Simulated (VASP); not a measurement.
# Al48N49 (a cell with a defect) in VASP: single point with PBEsol

Aim: the single point of Al48N49 (a cell with a defect) with PBEsol.

All numbers are computed with VASP 6.6.1; they aren't measurements. Logs are shortened: lines on timing, memory, paths and dates and some standing lists are left out, and cuts for length are marked.

## (1) The cell of the first run

The cell holds a defect, 97 atoms: a = 9.341 Å, b = 10.787 Å, c = 9.967 Å, α = 90.00°, β = 90.00°, γ = 90.00°.

## (2) Single point, PBEsol

Input file INCAR:

```
ALGO = Normal ; EDIFF = 1E-6
ENCUT = 520 ; GGA = PS
ISIF = 2 ; ISMEAR = -1
ISYM = 0 ; LASPH = True
LCHARG = True ; LELF = True
LREAL = Auto ; LVHAR = True
LWAVE = False ; NBANDS = 248
NELECT = 388.0 ; NELM = 80
PREC = Accurate ; SIGMA = 0.05
```

Input file KPOINTS:

```
Automatic mesh
0
Gamma
  1 1 1
  0.25 0.25 0.25
```

Input file POSCAR:

```
Al48N49
1.0
    9.3414480000      0.0000000000      0.0000000000
    0.0000000000     10.7865750000      0.0000000000
    0.0000000000      0.0000000000      9.9670570000
Al N
48 49
Direct
    0.1664620000      0.0829420000      0.2475780000
    0.1656560000      0.0827900000      0.7496330000
    0.0015860000      0.3334630000      0.2492360000
    0.0014880000      0.3332630000      0.7484450000
    0.5006990000      0.0827060000      0.2486150000
    0.5007850000      0.0825430000      0.7488910000
    0.3340780000      0.3317040000      0.2476960000
    0.3303920000      0.3302700000      0.7529870000
    0.1678430000      0.5835750000      0.2469400000
    0.1659710000      0.5830890000      0.7494470000
    0.0006550000      0.8332440000      0.2471550000
    0.9998100000      0.8325050000      0.7483150000
    0.8353540000      0.0834250000      0.2472230000
    0.8348320000      0.0822300000      0.7489010000
    0.6687120000      0.3320580000      0.2479450000
    0.6724160000      0.3297560000      0.7532950000
    0.5070390000      0.5869660000      0.2226490000
    0.4982200000      0.5814890000      0.7483290000
    0.3329610000      0.8343430000      0.2493050000
    0.3326230000      0.8362690000      0.7501370000
    0.8360330000      0.5833050000      0.2457850000
    0.8340170000      0.5818620000      0.7472200000
    0.6689770000      0.8355030000      0.2454220000
    0.6659220000      0.8339120000      0.7471270000
    0.0005780000      0.1681010000      0.4986390000
    0.0008010000      0.1669870000      0.9984580000
    0.3292090000      0.1578990000      0.4991200000
    0.3338870000      0.1648560000      0.9993930000
    0.1691340000      0.4171350000      0.4986710000
    0.1671460000      0.4164100000      0.9998090000
    0.0002560000      0.6661240000      0.4972510000
    0.0008170000      0.6666000000      0.9975880000
    0.6712810000      0.1596850000      0.4983070000
    0.6678930000      0.1648550000      0.9995930000
    0.5009690000      0.3750390000      0.5127140000
    0.5013940000      0.4142970000      0.9974500000
    0.3214560000      0.6747210000      0.5046350000
    0.3326050000      0.6680540000      0.9948620000
    0.1620500000      0.9179830000      0.4990420000
    0.1663770000      0.9167890000      0.9985730000
    0.8344540000      0.4150540000      0.4988710000
    0.8354480000      0.4164000000      0.9991020000
    0.6834490000      0.6767200000      0.4985380000
    0.6708400000      0.6682250000      0.9927360000
    0.4981600000      0.9157980000      0.4980240000
    0.5006160000      0.9167090000      0.9985950000
    0.8362770000      0.9182330000      0.4981170000
    0.8346220000      0.9166810000      0.9971150000
    0.0009680000      0.1676010000      0.1890220000
    0.0003410000      0.1668620000      0.6894700000
    0.3343240000      0.1654350000      0.1895510000
    0.3332550000      0.1650890000      0.6898230000
    0.1684640000      0.4167090000      0.1904960000
    0.1686740000      0.4168290000      0.6895380000
    0.0018410000      0.6666450000      0.1880920000
    0.9996610000      0.6658720000      0.6878910000
    0.6673970000      0.1657200000      0.1899500000
    0.6678650000      0.1651100000      0.6891460000
    0.5018330000      0.4170440000      0.1907580000
    0.5021220000      0.4098920000      0.6982250000
    0.3345180000      0.6675860000      0.1871050000
    0.3321440000      0.6697780000      0.6942340000
    0.1667670000      0.9165220000      0.1888200000
    0.1650890000      0.9170020000      0.6897070000
    0.8345590000      0.4166460000      0.1899270000
    0.8340850000      0.4156610000      0.6892260000
    0.6739630000      0.6700640000      0.1824100000
    0.6651210000      0.6650900000      0.6858870000
    0.5005750000      0.9160920000      0.1896940000
    0.4997910000      0.9164730000      0.6885270000
    0.8351650000      0.9174670000      0.1876610000
    0.8334440000      0.9157780000      0.6884730000
    0.1628390000      0.0820280000      0.4382770000
    0.1669060000      0.0832130000      0.9397960000
    0.0014170000      0.3343810000      0.4399850000
    0.0013470000      0.3335180000      0.9392490000
    0.5005630000      0.0824550000      0.4400200000
    0.5009640000      0.0830530000      0.9394850000
    0.3286560000      0.3228660000      0.4384470000
    0.3335000000      0.3321110000      0.9422360000
    0.1648520000      0.5840730000      0.4371820000
    0.1670960000      0.5826500000      0.9396300000
    0.9986380000      0.8318090000      0.4383920000
    0.0005310000      0.8326570000      0.9386160000
    0.8370030000      0.0822960000      0.4380500000
    0.8345640000      0.0831700000      0.9391690000
    0.6716710000      0.3265070000      0.4391160000
    0.6691570000      0.3318710000      0.9422680000
    0.5017020000      0.6242970000      0.4174730000
    0.5014520000      0.5827320000      0.9408160000
    0.3275220000      0.8386060000      0.4403390000
    0.3336580000      0.8347580000      0.9399610000
    0.8338270000      0.5816650000      0.4373710000
    0.8350800000      0.5823710000      0.9370470000
    0.6688140000      0.8376420000      0.4370780000
    0.6672510000      0.8342270000      0.9369340000
    0.4478680000      0.5336820000      0.4861460000
```

Potentials or basis: VASP PAW PBE potentials, release 64 (Al, N).

On the command line:

```sh
$ cat potpaw_PBE.64/Al/POTCAR potpaw_PBE.64/N/POTCAR > POTCAR
$ mpirun -np 1 vasp_std > vasp.out
```

OUTCAR:

```text
EDIFF = 1E-6
   ENCUT = 520
   GGA = PS
   ISIF = 2
   ISMEAR = -1
   ISYM = 0
   LASPH = True
   LREAL = Auto
   NELECT = 388.0
   NELM = 80
   PREC = Accurate

 ion  position               nearest neighbor table
   1  0.166  0.083  0.248-  49 1.89  63 1.89  51 1.89  73 1.90  27 3.04  28 3.06  40 3.06  26 3.06
                            39 3.07  25 3.08  13 3.09  19 3.10   7 3.11  11 3.11   3 3.11   5 3.12
   2  0.166  0.083  0.750-  64 1.89  50 1.89  74 1.90  52 1.90  27 3.04  26 3.06  40 3.06  39 3.07
                            28 3.07  25 3.08   8 3.08  20 3.08  14 3.09   4 3.11  12 3.11   6 3.13
   3  0.002  0.333  0.249-  49 1.89  53 1.89  65 1.89  75 1.90  25 3.06  30 3.06  41 3.07  42 3.07
                            29 3.07  26 3.08   7 3.11  21 3.11  15 3.11   1 3.11  13 3.11   9 3.11
   4  0.001  0.333  0.748-  50 1.89  66 1.89  54 1.90  76 1.90  25 3.06  41 3.07  26 3.07   8 3.07
                            42 3.07  16 3.07  29 3.08  30 3.08  10 3.10  22 3.10   2 3.11  14 3.12
   5  0.501  0.083  0.249-  51 1.89  57 1.89  69 1.89  77 1.91  28 3.06  34 3.06  46 3.07  45 3.07
                            33 3.07  27 3.08  23 3.10  19 3.10   7 3.10  15 3.11   1 3.12  13 3.13
   6  0.501  0.083  0.749-  70 1.89  58 1.89  52 1.89  78 1.90  46 3.06  27 3.07  28 3.07  33 3.08
                            34 3.08  45 3.08  20 3.09  24 3.09   8 3.11  16 3.11  14 3.12   2 3.13
   7  0.334  0.332  0.248-  51 1.88  53 1.89  59 1.90  79 1.90  28 3.06  30 3.06  36 3.08  29 3.08
                            35 3.10   5 3.10   3 3.11   1 3.11  15 3.13   9 3.13  27 3.13  17 3.20
   8  0.330  0.330  0.753-  54 1.89  80 1.89  52 1.89  60 1.90  35 2.92  28 3.04  30 3.04  36 3.05
                             4 3.07   2 3.08  29 3.09   6 3.11  10 3.13  18 3.13  27 3.14  16 3.20
   9  0.168  0.584  0.247-  55 1.88  53 1.89  81 1.90  61 1.90  30 3.05  32 3.07  31 3.08  38 3.08
[... 37 lines left out ...]
  28  0.334  0.165  0.999-  74 1.89  78 1.89  80 1.89  51 1.90   8 3.04   1 3.06   7 3.06   5 3.06
                             2 3.07   6 3.07  46 3.10  40 3.10  26 3.11  36 3.11  34 3.12  30 3.13
  29  0.169  0.417  0.499-  75 1.90  79 1.90  54 1.90  81 1.90   3 3.07  10 3.07   4 3.08   7 3.08
                             9 3.09   8 3.09  25 3.11  31 3.11  37 3.12  41 3.13  35 3.14  27 3.17
  30  0.167  0.416  1.000-  76 1.89  80 1.89  82 1.89  53 1.90   8 3.04   9 3.05   7 3.06   3 3.06
                            10 3.08   4 3.08  42 3.10  26 3.11  32 3.11  36 3.12  38 3.12  28 3.13
  31  0.000  0.666  0.497-  81 1.87  83 1.88  93 1.90  56 1.90  43 2.96  37 3.00  21 3.07  22 3.07
                            11 3.08   9 3.08  12 3.08  10 3.08  39 3.11  29 3.11  41 3.12  47 3.12
  32  0.001  0.667  0.998-  84 1.89  82 1.89  94 1.89  55 1.90  21 3.05  10 3.05  12 3.06   9 3.07
                            11 3.07  22 3.08  44 3.08  38 3.10  42 3.11  40 3.11  48 3.11  30 3.11
  33  0.671  0.160  0.498-  85 1.86  77 1.89  87 1.89  58 1.90  35 2.82  47 3.03  14 3.04  13 3.05
                             5 3.07   6 3.08  25 3.08  45 3.09  15 3.11  16 3.13  41 3.15  27 3.20
  34  0.668  0.165  1.000-  86 1.89  78 1.89  88 1.89  57 1.90  16 3.03  13 3.05  15 3.06   5 3.06
                             6 3.08  14 3.08  48 3.10  46 3.10  36 3.11  26 3.11  28 3.12  42 3.13
  35  0.501  0.375  0.513-  97 1.80  87 1.83  79 1.86  60 1.89  33 2.82  27 2.84   8 2.92  16 2.92
                             7 3.10  15 3.10  29 3.14  41 3.15  18 3.24
  36  0.501  0.414  0.997-  80 1.88  88 1.88  90 1.90  59 1.93  17 2.92  16 3.05   8 3.05  18 3.07
                             7 3.08  15 3.08  34 3.11  28 3.11  42 3.12  30 3.12  38 3.16  44 3.16
  37  0.321  0.675  0.505-  91 1.88  81 1.88  62 1.89  97 1.93  89 1.97  31 3.00  20 3.01  10 3.01
                            39 3.02  19 3.07  45 3.08   9 3.10  18 3.10  29 3.12
  38  0.333  0.668  0.995-  92 1.88  82 1.88  90 1.90  61 1.92  17 2.93  20 3.04  10 3.04  18 3.05
                             9 3.08  32 3.10  40 3.10  19 3.11  46 3.11  30 3.12  36 3.16  44 3.16
  39  0.162  0.918  0.499-  91 1.86  73 1.87  83 1.89  64 1.90  37 3.02  27 3.02  47 3.04  12 3.05
                             2 3.07  11 3.07   1 3.07  25 3.09  19 3.09  20 3.10  31 3.11  45 3.14
  40  0.166  0.917  0.999-  74 1.89  92 1.89  84 1.89  63 1.90  20 3.05  11 3.06   2 3.06   1 3.06
                            19 3.08  12 3.08  48 3.10  28 3.10  38 3.10  32 3.11  26 3.11  46 3.12
  41  0.834  0.415  0.499-  75 1.88  87 1.89  66 1.90  93 1.90  22 3.06   4 3.07   3 3.07  15 3.07
                            25 3.08  16 3.09  21 3.11  31 3.12  29 3.13  35 3.15  33 3.15  43 3.16
  42  0.835  0.416  0.999-  76 1.89  88 1.89  94 1.89  65 1.90  16 3.03  21 3.05  15 3.07   3 3.07
[... 337 lines left out ...]
   POTIM  = 0.5000    time-step for ionic-motion
   TEBEG  =    0.0;   TEEND  =   0.0 temperature during run
   PSTRESS=    0.0 pullay stress
   NELECT =     388.0000    total number of electrons
   NUPDOWN=      -1.0000    fix difference up-down
   EMIN   =  10.00;   EMAX   =-10.00  energy-range for DOS
   EFERMI =   0.00;   METHOD = LEGACY
   ISMEAR =    -1;   SIGMA  =   0.05  broadening in eV -4-tet -1-fermi 0-gaus
   EFERMI_NEDOS =   21; number of points for ismear=-14 and -15
   IALGO  =     38    algorithm
   IMIX   =      4    mixing-type and parameters
     AMIX     =   0.40;   BMIX     =  1.00
     AMIX_MAG =   1.60;   BMIX_MAG =  1.00
  volume/ion in A,a.u.               =      10.35        69.87
  Fermi-wavevector in a.u.,A,eV,Ry     =   1.192332  2.253181 19.342796  1.421655
  Thomas-Fermi vector in A             =   2.328373
   LORBIT       =      0    0 simple, 1 ext, 2 COOP (PROOUT), +10 PAW based schemes
   GGA     = PS    functional components
   LHFCALC =     F    Hartree Fock is set to
   AEXX    =    0.0000 exact exchange contribution
   IVDW    =     0    specifies the selected vdW correction
   LEPSILON=     F    determine dielectric tensor
   LRPA    =     F    only Hartree local field effects (RPA)
 non-spin polarized calculation
  energy-cutoff  :      520.00
  volume of cell :     1004.30
 maximum number of plane-waves:     27045
 NGX is ok and might be reduce to    70
   NGX = 35   NGY = 41   NGZ = 37

 number of electron     387.9999997 magnetization

 Free energy of the ion-electron system (eV)
  ---------------------------------------------------
  ext. energy  EPLUGINS =         0.00000000
  ---------------------------------------------------
  free energy    TOTEN  =      -762.58404825 eV

  energy without entropy =     -762.53757485  energy(sigma->0) =     -762.56081155

 E-fermi :   7.1314     XC(G=0): -11.1245

 val. band max:        7.0015159521   @ k =  -0.2500  -0.2500   0.2500
 cond. band min:       7.2657598347   @ k =  -0.2500  -0.2500   0.2500
 fundamental gap:      0.2642438826
 Fermi energy:         7.1314281220

 k-point     1 :       0.2500    0.2500    0.2500
  band No.  band energies     occupation
      1     -14.0824      2.00000
      2      -8.8601      2.00000
      3      -8.5266      2.00000
      4      -8.4291      2.00000
      5      -8.3348      2.00000
      6      -8.0850      2.00000
[... 825 lines left out ...]
    205      11.7768      0.00000
    206      11.8818      0.00000
 [bands above 206 left out]

------------------------ aborting loop because EDIFF is reached ----------------------------------------

  FORCE on cell =-STRESS in cart. coord.  units (eV):
  Direction    XX          YY          ZZ          XY          YZ          ZX
  --------------------------------------------------------------------------------------
  -------------------------------------------------------------------------------------
  Total        1.9775055      6.8502418     -0.6764654     -2.1794846     -1.9026996     -2.1077617
  in kB        3.1547400     10.9282790     -1.0791739     -3.4769599     -3.0354012     -3.3625394
  external PRESSURE =       4.3346150 kB  Pullay stress =       0.0000000 kB

 VOLUME and BASIS-vectors are now :
 -----------------------------------------------------------------------------
  energy-cutoff  :      520.00
  volume of cell :     1004.30
      direct lattice vectors                 reciprocal lattice vectors
     9.341448000  0.000000000  0.000000000     0.107049785  0.000000000  0.000000000
     0.000000000 10.786575000  0.000000000     0.000000000  0.092707834  0.000000000
     0.000000000  0.000000000  9.967057000     0.000000000  0.000000000  0.100330519

 POSITION                                       TOTAL-FORCE (eV/Angst)
 -----------------------------------------------------------------------------------
      1.55500      0.89466      2.46762         0.003433      0.011145     -0.007508
      1.54747      0.89302      7.47163         0.012342      0.011879      0.000688
      0.01482      3.59692      2.48415         0.000068      0.003521     -0.001310
      0.01390      3.59477      7.45979        -0.000022      0.005583     -0.000076
      4.67725      0.89211      2.47796         0.002329      0.006506      0.000565
      4.67806      0.89036      7.46424        -0.001736      0.014844      0.005302
[... 89 lines left out ...]
      6.23309      8.99845      9.33847         0.000245      0.005811      0.003392
      4.18374      5.75660      4.84544        -0.007898     -0.063391      0.051219
 -----------------------------------------------------------------------------------
    total drift:                               -0.000146     -0.003081     -0.003597

  FREE ENERGIE OF THE ION-ELECTRON SYSTEM (eV)
  ---------------------------------------------------
  free  energy   TOTEN  =      -762.5840482529 eV

  energy  without entropy=     -762.5375748476  energy(sigma->0) =     -762.56081155
```

Run time: 59 min. Hardware: 1 thread of Oxide Virtual Turin-like, shared host; peak memory 1.2 GiB.

Results:

```yaml
Free_energy: -762.5840 eV
Largest_force: 0.316 eV/Å
```

Forces in eV/Å, atoms in the order of the input:
```
Al   0.003  0.011 -0.008
Al   0.012  0.012  0.001
Al   0.000  0.004 -0.001
Al   0.000  0.006  0.000
Al   0.002  0.007  0.001
Al  -0.002  0.015  0.005
Al   0.004  0.006  0.006
Al   0.029  0.004 -0.003
Al   0.024  0.001 -0.018
Al  -0.004 -0.013  0.007
Al  -0.003  0.000 -0.003
Al  -0.006  0.004  0.001
Al   0.001  0.001 -0.009
Al  -0.008  0.006 -0.003
Al   0.003 -0.001 -0.006
Al  -0.037  0.008  0.001
Al  -0.084  0.026  0.024
Al   0.033 -0.041 -0.033
Al  -0.001 -0.018 -0.045
Al   0.001  0.017  0.010
Al   0.007 -0.007 -0.012
Al  -0.012 -0.001 -0.004
Al   0.004  0.003  0.018
Al   0.011 -0.008 -0.011
Al  -0.009  0.004  0.005
Al  -0.006 -0.002  0.001
Al  -0.004  0.023  0.001
Al  -0.003  0.001 -0.001
Al   0.011 -0.017 -0.014
Al   0.008 -0.007  0.005
Al  -0.008 -0.005 -0.002
Al  -0.003 -0.005  0.004
Al  -0.002 -0.005  0.012
Al   0.000  0.004 -0.002
Al  -0.045  0.006  0.065
Al   0.001 -0.004 -0.015
Al  -0.179  0.059  0.038
Al   0.000 -0.010  0.028
Al  -0.054  0.011  0.020
Al   0.001 -0.002  0.000
Al   0.001 -0.008  0.002
Al  -0.011 -0.013 -0.005
Al  -0.071  0.019  0.021
Al  -0.007 -0.010 -0.006
Al   0.049  0.014  0.009
Al  -0.002 -0.001  0.001
Al  -0.019 -0.008 -0.010
Al  -0.006  0.003 -0.005
N    0.001 -0.002  0.001
N   -0.001 -0.003 -0.003
N   -0.003 -0.006 -0.001
N   -0.006 -0.015 -0.001
N   -0.008  0.000 -0.003
N   -0.007  0.007  0.004
N   -0.005  0.006 -0.001
N    0.009  0.005  0.000
N    0.001 -0.004  0.005
N    0.004 -0.011 -0.005
N    0.003 -0.001  0.009
N    0.011 -0.056  0.049
N   -0.027  0.011 -0.035
N    0.008 -0.015 -0.036
N    0.003  0.002  0.012
N    0.010 -0.012 -0.010
N    0.002  0.001  0.004
N    0.005  0.002 -0.003
N    0.009 -0.005  0.024
N    0.003  0.008  0.015
N   -0.007  0.001  0.000
N   -0.011 -0.007 -0.008
N    0.001  0.000 -0.001
N    0.001  0.000  0.004
N    0.014 -0.027 -0.008
N    0.000 -0.003  0.001
N    0.010  0.006 -0.002
N    0.004 -0.002  0.000
N   -0.002 -0.008 -0.005
N    0.003 -0.002  0.000
N   -0.003 -0.038  0.000
N   -0.009 -0.002  0.008
N    0.006  0.015  0.022
N   -0.001  0.006 -0.011
N    0.015 -0.008  0.000
N    0.003  0.000 -0.002
N    0.008  0.007 -0.003
N    0.003 -0.001  0.002
N   -0.010  0.017 -0.002
N    0.010 -0.002  0.015
N    0.251  0.130 -0.142
N    0.002  0.008  0.010
N    0.075 -0.059 -0.009
N    0.000  0.001 -0.008
N   -0.004 -0.011 -0.008
N    0.006  0.002  0.000
N    0.011  0.037 -0.006
N    0.000  0.006  0.003
N   -0.008 -0.063  0.051
```

Caveat: the cell carries a net charge on a neutralising background, which shifts energy and pressure; the cell is charged against a uniform background, so pressure and absolute levels hang on convention; the PAW data sets were made with another functional, which shifts forces and pressure a little.
